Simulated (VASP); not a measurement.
# VO2 (P4_2/mnm) in VASP: a series of runs

Runs on VO2. Level: LDA. Tasks: single point.

All numbers are computed with VASP 6.6.1; they aren't measurements. Logs are shortened: lines on timing, memory, paths and dates and some standing lists are left out, and cuts for length are marked.

## (1) The cell of the first run

The structure is tetragonal, space group P4_2/mnm (No. 136). The conventional cell has a = 4.438 Å, b = 4.438 Å, c = 2.810 Å, α = 90.00°, β = 90.00°, γ = 90.00°. V (site symmetry mmm) has 6 O at 1.86 to 1.91 Å within 2.5 Å. O (site symmetry m2m) has 3 V at 1.86 to 1.91 Å and 1 O at 2.45 Å within 2.5 Å.

## (2) Single point, LDA, collinear spin, ferromagnetic start

File INCAR:

```
SYSTEM = VO2
ALGO     = Normal         ! electronic algorithm
EDIFF    = 1E-6           ! SCF threshold, eV
ENCUT    = 600            ! plane-wave cutoff, eV
GGA_COMPAT= .False.      
ISIF     = 2              ! what is computed and relaxed
ISMEAR   = -1             ! smearing method
ISPIN    = 2              ! spin polarisation
LASPH    = .True.         ! aspherical terms in the spheres
LCHARG   = .False.        ! write CHGCAR
LMAXMIX  = 4              ! l up to which the mixer works
LORBIT   = 11             ! projections on sites
LREAL    = .False.        ! projectors in reciprocal space
LWAVE    = .False.        ! write WAVECAR
MAGMOM   = 2 2 0 0 0 0    ! initial moments
NBANDS   = 38             ! bands
NELM     = 200            ! most SCF steps
PREC     = Accurate       ! precision mode
SIGMA    = 0.05           ! smearing width, eV
```

File KPOINTS:

```
k-points
0
Gamma
  5 5 8
  0 0 0
```

File POSCAR:

```
VO2
1.0
    4.4375250725      0.0000000000      0.0000000000
    0.0000000000      4.4375250725      0.0000000000
    0.0000000000      0.0000000000      2.8104325459
V O
2 4
Direct
    0.0000000000      0.0000000000      0.0000000000
    0.5000000000      0.5000000000      0.5000000000
    0.3050000000      0.3050000000      0.0000000000
    0.1950000000      0.8050000000      0.5000000000
    0.6950000000      0.6950000000      0.0000000000
    0.8050000000      0.1950000000      0.5000000000
```

Potentials or basis: VASP PAW LDA potentials, release 64 (V_sv, O).

The run is started by

```
cat potpaw_LDA.64/V_sv/POTCAR potpaw_LDA.64/O/POTCAR > POTCAR
mpirun -np 1 vasp_std > vasp.out
```

OUTCAR:

```text
SYSTEM = VO2
   EDIFF = 1E-6
   ENCUT = 600
   ISIF = 2
   ISMEAR = -1
   ISPIN = 2
   LASPH = .True.
   LORBIT = 11
   LREAL = .False.
   NELM = 200
   PREC = Accurate

 ion  position               nearest neighbor table
   1  0.000  0.000  0.000-   4 1.86   6 1.86   4 1.86   6 1.86   5 1.91   3 1.91
   2  0.500  0.500  0.500-   3 1.86   5 1.86   3 1.86   5 1.86   4 1.91   6 1.91
   3  0.305  0.305  0.000-   2 1.86   2 1.86   1 1.91
   4  0.195  0.805  0.500-   1 1.86   1 1.86   2 1.91
   5  0.695  0.695  0.000-   2 1.86   2 1.86   1 1.91
   6  0.805  0.195  0.500-   1 1.86   1 1.86   2 1.91

  LATTYP: Found a simple tetragonal cell.
 ALAT       =     4.4375250725
 C/A-ratio  =     0.6333333333

  Lattice vectors:

 A1 = (   4.4375250725,   0.0000000000,   0.0000000000)
 A2 = (   0.0000000000,   4.4375250725,   0.0000000000)
 A3 = (   0.0000000000,   0.0000000000,   2.8104325459)

Analysis of symmetry for initial positions (statically):
=====================================================================
 Subroutine PRICEL returns:
 Original cell was already a primitive cell.

 Routine SETGRP: Setting up the symmetry group for a
 simple tetragonal supercell.

 Subroutine GETGRP returns: Found 16 space group operations
 (whereof  8 operations were pure point group operations)
 out of a pool of 16 trial point group operations.

The static configuration has the point symmetry D_2h.
 The point group associated with its full space group is D_4h.

Analysis of symmetry for dynamics (positions and initial velocities):
=====================================================================
 Subroutine PRICEL returns:
 Original cell was already a primitive cell.

 Routine SETGRP: Setting up the symmetry group for a
 simple tetragonal supercell.

 Subroutine GETGRP returns: Found 16 space group operations
 (whereof  8 operations were pure point group operations)
 out of a pool of 16 trial point group operations.

The dynamic configuration has the point symmetry D_2h.
 The point group associated with its full space group is D_4h.

Analysis of structural, dynamic, and magnetic symmetry:
=====================================================================
 Subroutine PRICEL returns:
 Original cell was already a primitive cell.

 Routine SETGRP: Setting up the symmetry group for a
 simple tetragonal supercell.

 Subroutine GETGRP returns: Found 16 space group operations
 (whereof  8 operations were pure point group operations)
 out of a pool of 16 trial point group operations.

The overall configuration has the point symmetry D_2h.
 The point group associated with its full space group is D_4h.

 Subroutine INISYM returns: Found 16 space group operations
 (whereof  8 operations are pure point group operations),
 and found     1 'primitive' translations

----------------------------------------------------------------------------------------

                                     Primitive cell

  volume of cell :      55.3420

  direct lattice vectors                    reciprocal lattice vectors
     4.437525072  0.000000000  0.000000000     0.225350839  0.000000000  0.000000000
     0.000000000  4.437525072  0.000000000     0.000000000  0.225350839  0.000000000
     0.000000000  0.000000000  2.810432546     0.000000000  0.000000000  0.355817115

  length of vectors
     4.437525072  4.437525072  2.810432546     0.225350839  0.225350839  0.355817115

  position of ions in fractional coordinates (direct lattice)
     0.000000000  0.000000000  0.000000000
     0.500000000  0.500000000  0.500000000
     0.305000000  0.305000000  0.000000000
     0.195000000  0.805000000  0.500000000
     0.695000000  0.695000000  0.000000000
     0.805000000  0.195000000  0.500000000

  ion indices of the primitive-cell ions
   primitive index   ion index
                 1           1
                 2           2
                 3           3
                 4           4
                 5           5
                 6           6

[... 40 lines left out ...]
  energy-cutoff  :      600.00
  volume of cell :       55.34
 maximum number of plane-waves:      1868
 NGX is ok and might be reduce to    36
   NGX = 17   NGY = 17   NGZ = 11

 number of electron      49.9999998 magnetization       1.5532478

 Free energy of the ion-electron system (eV)
  ---------------------------------------------------
  ext. energy  EPLUGINS =         0.00000000
  ---------------------------------------------------
  free energy    TOTEN  =       -57.33696764 eV

  energy without entropy =      -57.29561023  energy(sigma->0) =      -57.31628893

 E-fermi :   7.0919     XC(G=0): -12.7096

 val. band max:        7.0824622626   @ k =   0.2000   0.2000   0.2500
 cond. band min:       7.1123777647   @ k =   0.2000   0.0000   0.5000
 fundamental gap:      0.0299155021
 Fermi energy:         7.0919330653

 spin component 1

 k-point     1 :       0.0000    0.0000    0.0000
  band No.  band energies     occupation
      1     -58.1852      1.00000
      2     -58.1704      1.00000
      3     -32.4765      1.00000
      4     -32.4765      1.00000
      5     -32.4555      1.00000
      6     -32.4268      1.00000
[... 949 lines left out ...]
     36      17.6964      0.00000
     37      19.8305      0.00000

 [... further k-points ...]

 spin component 2

 k-point     1 :       0.0000    0.0000    0.0000
  band No.  band energies     occupation
      1     -57.4521      1.00000
      2     -57.4366      1.00000
      3     -31.7749      1.00000
      4     -31.7667      1.00000
      5     -31.7667      1.00000
      6     -31.7446      1.00000
[... 949 lines left out ...]
     36      17.7696      0.00000
     37      19.9503      0.00000

 [... further k-points ...]

 [bands above 37 left out]

------------------------ aborting loop because EDIFF is reached ----------------------------------------

  FORCE on cell =-STRESS in cart. coord.  units (eV):
  Direction    XX          YY          ZZ          XY          YZ          ZX
  --------------------------------------------------------------------------------------
  -------------------------------------------------------------------------------------
  Total        2.8490216      2.8490216      1.2385547      0.0000000      0.0000000      0.0000000
  in kB       82.4805456     82.4805456     35.8567546      0.0000000      0.0000000      0.0000000
  external PRESSURE =      66.9392819 kB  Pullay stress =       0.0000000 kB

 VOLUME and BASIS-vectors are now :
 -----------------------------------------------------------------------------
  energy-cutoff  :      600.00
  volume of cell :       55.34
      direct lattice vectors                 reciprocal lattice vectors
     4.437525072  0.000000000  0.000000000     0.225350839  0.000000000  0.000000000
     0.000000000  4.437525072  0.000000000     0.000000000  0.225350839  0.000000000
     0.000000000  0.000000000  2.810432546     0.000000000  0.000000000  0.355817115

 POSITION                                       TOTAL-FORCE (eV/Angst)
 -----------------------------------------------------------------------------------
      0.00000      0.00000      0.00000        -0.000000      0.000000      0.000000
      2.21876      2.21876      1.40522        -0.000000      0.000000      0.000000
      1.35345      1.35345      0.00000        -0.624477     -0.624477     -0.000000
      0.86532      3.57221      1.40522         0.624477     -0.624477     -0.000000
      3.08408      3.08408      0.00000         0.624477      0.624477      0.000000
      3.57221      0.86532      1.40522        -0.624477      0.624477      0.000000
 -----------------------------------------------------------------------------------
    total drift:                                0.000000      0.000000      0.000000

  FREE ENERGIE OF THE ION-ELECTRON SYSTEM (eV)
  ---------------------------------------------------
  free  energy   TOTEN  =       -57.3369676360 eV

  energy  without entropy=      -57.2956102335  energy(sigma->0) =      -57.31628893

 total charge

# of ion       s       p       d       tot
------------------------------------------
    1        2.315   6.397   3.044  11.756
    2        2.315   6.397   3.044  11.756
    3        1.562   3.496   0.000   5.058
    4        1.562   3.496   0.000   5.058
    5        1.562   3.496   0.000   5.058
    6        1.562   3.496   0.000   5.058
--------------------------------------------------
tot         10.876  26.778   6.089  43.743

 magnetization (x)

# of ion       s       p       d       tot
------------------------------------------
    1        0.009   0.008   0.741   0.758
    2        0.009   0.008   0.741   0.758
    3       -0.001  -0.015   0.000  -0.016
    4       -0.001  -0.015   0.000  -0.016
    5       -0.001  -0.015   0.000  -0.016
    6       -0.001  -0.015   0.000  -0.016
--------------------------------------------------
tot          0.013  -0.043   1.483   1.453
```

It took 3 min on 1 thread of Intel Xeon Platinum 8488C (Sapphire Rapids), shared host; peak memory 0.22 GiB.

Results:

```
Free energy                                           : -57.3370 eV
Pressure                                              : 6.7 GPa
Largest force                                         : 0.883 eV/Å
Net moment                                            : 1.55 μB per cell
Site moments                                          : V +0.76; O -0.02 μB
Valence electrons inside the program's atomic spheres : V 11.76; O 5.06
```

Forces in eV/Å, atoms in the order of the input:
```
V    0.000  0.000  0.000
V    0.000  0.000  0.000
O   -0.624 -0.624  0.000
O    0.624 -0.624  0.000
O    0.624  0.624  0.000
O   -0.624  0.624  0.000
```

Caveat: the cell stands under pressure; semilocal functionals often make such compounds metallic where correlation or magnetic order opens a gap, which also shifts bond lengths. With open d or f shells a metallic result of LDA can be an artefact of self-interaction; +U or a hybrid may open a gap.

## (3) Single point, LDA, collinear spin, ferromagnetic start

This run uses another cell than the first one, of 9.42 Å³/atom.

File INCAR:

```
PREC = Accurate ; ENCUT = 600
EDIFF = 1E-6 ; ISMEAR = -1
SIGMA = 0.05 ; LREAL = F
LASPH = T ; NELM = 200
ALGO = Normal ; ISIF = 2
LWAVE = F ; LCHARG = F
ISPIN = 2 ; MAGMOM = 2 2 0 0 0 0
LORBIT = 11 ; LMAXMIX = 4
NBANDS = 38 ; GGA_COMPAT = F
```

File KPOINTS:

```
regular mesh
0
Gamma
  5 5 8
```

Edit POSCAR of step 2 so:

```diff
@@ -2,5 +2,5 @@
 1.0
-    4.4375250725      0.0000000000      0.0000000000
-    0.0000000000      4.4375250725      0.0000000000
-    0.0000000000      0.0000000000      2.8104325459
+    4.4687762787      0.0000000000      0.0000000000
+    0.0000000000      4.4687762787      0.0000000000
+    0.0000000000      0.0000000000      2.8302249765
 V O
```

Potentials or basis: VASP PAW LDA potentials, release 64 (V_sv, O).

The run is started by

```
cat potpaw_LDA.64/V_sv/POTCAR potpaw_LDA.64/O/POTCAR > POTCAR
mpirun -np 1 vasp_std > vasp.out
```

Wall time 2.2 min (1 thread of Intel Xeon Platinum 8488C (Sapphire Rapids), shared host); peak memory 0.22 GiB.

It converged, with:

```yaml
Free_energy: -57.3684 eV
Pressure: 0.8 GPa
Largest_force: 0.741 eV/Å
Net_moment: 1.77 μB per cell
Site_moments: V +0.87; O -0.02 μB
Valence_electrons_inside_the_program's_atomic_spheres: V 11.70; O 5.04
```

Forces on the atoms (eV/Å):
```
V    0.000  0.000  0.000
V    0.000  0.000  0.000
O   -0.524 -0.524  0.000
O    0.524 -0.524  0.000
O    0.524  0.524  0.000
O   -0.524  0.524  0.000
```

Stress tensor (GPa, compression positive):
```
 2.58  0.00  0.00
 0.00  2.58  0.00
 0.00  0.00 -2.66
```

Levels at points of the mesh, in eV from the Fermi level:
Spin up:
| k point | band 23 | band 24 | band 25 | band 26 | band 27 | band 28 | band 29 | band 30 |
| --- | --- | --- | --- | --- | --- | --- | --- | --- |
| (0.00, 0.00, 0.00) | -2.21 | -1.86 | -0.94 | -0.60 | -0.36 | -0.36 | -0.21 | 1.93 |
| (0.00, 0.00, 0.50) | -3.49 | -3.49 | 0.37 | 0.37 | 0.43 | 0.43 | 1.21 | 1.21 |
Spin down:
| k point | band 20 | band 21 | band 22 | band 23 | band 24 | band 25 | band 26 | band 27 | band 28 | band 29 |
| --- | --- | --- | --- | --- | --- | --- | --- | --- | --- | --- |
| (0.00, 0.00, 0.00) | -3.89 | -2.44 | -2.21 | -2.21 | -1.79 | -0.18 | 0.05 | 0.49 | 0.49 | 0.53 |
| (0.00, 0.00, 0.50) | -4.89 | -4.39 | -4.39 | -3.43 | -3.43 | 1.07 | 1.07 | 1.19 | 1.19 | 1.83 |

Caveat: semilocal functionals often make such compounds metallic where correlation or magnetic order opens a gap, which also shifts bond lengths. With open d or f shells a metallic result of LDA can be an artefact of self-interaction; +U or a hybrid may open a gap.

## (4) Single point, LDA, collinear spin, ferromagnetic start

This run uses another cell than the first one, of 9.62 Å³/atom.

File INCAR:

```
PREC = Accurate
ENCUT = 600
EDIFF = 1E-6
ISMEAR = -1
SIGMA = 0.05
LREAL = F
LASPH = T
NELM = 200
ALGO = Normal
ISIF = 2
LWAVE = F
LCHARG = F
ISPIN = 2
MAGMOM = 2 2 0 0 0 0
LORBIT = 11
LMAXMIX = 4
GGA = CA
NBANDS = 38
GGA_COMPAT = F
```

KPOINTS is that of step 3.

Edit POSCAR of step 3 so:

```diff
@@ -2,5 +2,5 @@
 1.0
-    4.4687762787      0.0000000000      0.0000000000
-    0.0000000000      4.4687762787      0.0000000000
-    0.0000000000      0.0000000000      2.8302249765
+    4.4995963994      0.0000000000      0.0000000000
+    0.0000000000      4.4995963994      0.0000000000
+    0.0000000000      0.0000000000      2.8497443863
 V O
```

The run is started by

```
cat potpaw_LDA.64/V_sv/POTCAR potpaw_LDA.64/O/POTCAR > POTCAR
mpirun -np 1 vasp_std > vasp.out
```

It took 1.9 min on 1 thread of Intel Xeon Platinum 8488C (Sapphire Rapids), shared host; peak memory 0.22 GiB.

The run converged. Its results:

```yaml
Free_energy: -57.3573 eV
Pressure: -4.8 GPa
Largest_force: 0.601 eV/Å
Net_moment: 1.86 μB per cell
Site_moments: V +0.92; O -0.03 μB
Valence_electrons_inside_the_program's_atomic_spheres: V 11.64; O 5.03
```

Forces in eV/Å, atoms in the order of the input:
```
V    0.000  0.000  0.000
V    0.000  0.000  0.000
O   -0.425 -0.425  0.000
O    0.425 -0.425  0.000
O    0.425  0.425  0.000
O   -0.425  0.425  0.000
```

Stress tensor (GPa, compression positive):
```
-2.74  0.00  0.00
 0.00 -2.74  0.00
 0.00  0.00 -8.81
```

Levels at points of the mesh, in eV from the Fermi level:
Spin up:
```
           k point  band 22  band 23  band 24  band 25  band 26  band 27  band 28  band 29  band 30  band 31
(0.00, 0.00, 0.00)    -2.13    -2.13    -1.79    -0.93    -0.60    -0.36    -0.36    -0.21     1.83     1.97
(0.00, 0.00, 0.50)    -4.35    -3.41    -3.41     0.34     0.34     0.39     0.39     1.17     1.17     2.97
```
Spin down:
| k point | band 21 | band 22 | band 23 | band 24 | band 25 | band 26 | band 27 | band 28 |
| --- | --- | --- | --- | --- | --- | --- | --- | --- |
| (0.00, 0.00, 0.00) | -2.38 | -2.15 | -2.15 | -1.73 | -0.12 | 0.09 | 0.53 | 0.53 |
| (0.00, 0.00, 0.50) | -4.24 | -4.24 | -3.34 | -3.34 | 1.08 | 1.08 | 1.21 | 1.21 |

Caveat: the cell stands under tension; semilocal functionals often make such compounds metallic where correlation or magnetic order opens a gap, which also shifts bond lengths.

## (5) Single point, LDA, collinear spin, ferromagnetic start

This run uses another cell than the first one, of 10.40 Å³/atom.

File INCAR:

```
PREC = Accurate
ENCUT = 600
EDIFF = 1E-6
ISMEAR = -1
SIGMA = 0.05
LREAL = False
LASPH = True
NELM = 200
ALGO = Normal
ISIF = 2
LWAVE = False
LCHARG = True
ISPIN = 2
MAGMOM = 2 2 0 0 0 0
LORBIT = 11
LMAXMIX = 4
GGA = CA
LELF = True
LVHAR = True
NBANDS = 38
GGA_COMPAT = False
```

File KPOINTS:

```
Automatic mesh
0
Gamma
  5 5 8
```

Edit POSCAR of step 4 so:

```diff
@@ -2,5 +2,5 @@
 1.0
-    4.4995963994      0.0000000000      0.0000000000
-    0.0000000000      4.4995963994      0.0000000000
-    0.0000000000      0.0000000000      2.8497443863
+    4.6188460856      0.0000000000      0.0000000000
+    0.0000000000      4.6188460856      0.0000000000
+    0.0000000000      0.0000000000      2.9252691875
 V O
```

The run is started by

```
cat potpaw_LDA.64/V_sv/POTCAR potpaw_LDA.64/O/POTCAR > POTCAR
mpirun -np 1 vasp_std > vasp.out
```

Wall time 3.7 min (1 thread of Intel Xeon Platinum 8259CL at 2.50GHz (Skylake/Cascade Lake), shared host); peak memory 0.25 GiB.

It converged, with:

```yaml
Free_energy: -56.9620 eV
Pressure: -22.0 GPa
Largest_force: 0.102 eV/Å
Band_gap_on_the_k_mesh: zero (filled and empty bands overlap)
Net_moment: 1.98 μB per cell
Site_moments: V +1.00; O -0.04 μB
Valence_electrons_inside_the_program's_atomic_spheres: V 11.45; O 4.98
```

Forces on the atoms (eV/Å):
```
V    0.000  0.000  0.000
V    0.000  0.000  0.000
O   -0.072 -0.072  0.000
O    0.072 -0.072  0.000
O    0.072  0.072  0.000
O   -0.072  0.072  0.000
```

Stress tensor (GPa, compression positive):
```
-18.92   0.00   0.00
  0.00 -18.92   0.00
  0.00   0.00 -28.02
```

Levels at points of the mesh, in eV from the Fermi level:
Spin up:
```tsv
k point	band 22	band 23	band 24	band 25	band 26	band 27	band 28	band 29	band 30	band 31
(0.00, 0.00, 0.00)	-1.86	-1.86	-1.54	-0.85	-0.56	-0.34	-0.34	-0.19	1.51	1.75
(0.00, 0.00, 0.50)	-3.82	-3.07	-3.07	0.30	0.30	0.30	0.30	1.06	1.06	2.63
```
Spin down:
```csv
k point,band 21,band 22,band 23,band 24,band 25,band 26,band 27,band 28
"(0.00, 0.00, 0.00)",-2.16,-1.90,-1.90,-1.49,0.05,0.22,0.63,0.63
"(0.00, 0.00, 0.50)",-3.72,-3.72,-3.02,-3.02,1.10,1.10,1.21,1.21
```

Caveat: the cell stands under tension; semilocal functionals often make such compounds metallic where correlation or magnetic order opens a gap, which also shifts bond lengths. With open d or f shells a metallic result of LDA can be an artefact of self-interaction; +U or a hybrid may open a gap.

## (6) The runs side by side

```csv
cell,gap on the mesh (eV),pressure (GPa),moment (μB),largest force (eV/Å)
"a = 4.438, b = 4.438, c = 2.810 Å, 6 atoms",none,6.7,1.55,0.88
"a = 4.469, b = 4.469, c = 2.830 Å, 6 atoms",none,0.8,1.77,0.74
"a = 4.500, b = 4.500, c = 2.850 Å, 6 atoms",none,-4.8,1.86,0.60
"a = 4.619, b = 4.619, c = 2.925 Å, 6 atoms",none,-22.0,1.98,0.10
```

Alike in all rows: task single point; level LDA; potentials or basis VASP PAW LDA potentials, release 64 (V_sv, O); spin collinear, ferromagnetic start; k mesh 5 × 5 × 8; cutoff (eV) 600; smearing fermi-dirac 0.05 eV.

Caveats: semilocal functionals often make such compounds metallic where correlation or magnetic order opens a gap, which also shifts bond lengths; the cell stands under tension (at least some runs); the cell stands under pressure (at least some runs).

Total energies depend on the potentials used, so only differences within one code and one set of settings carry meaning.
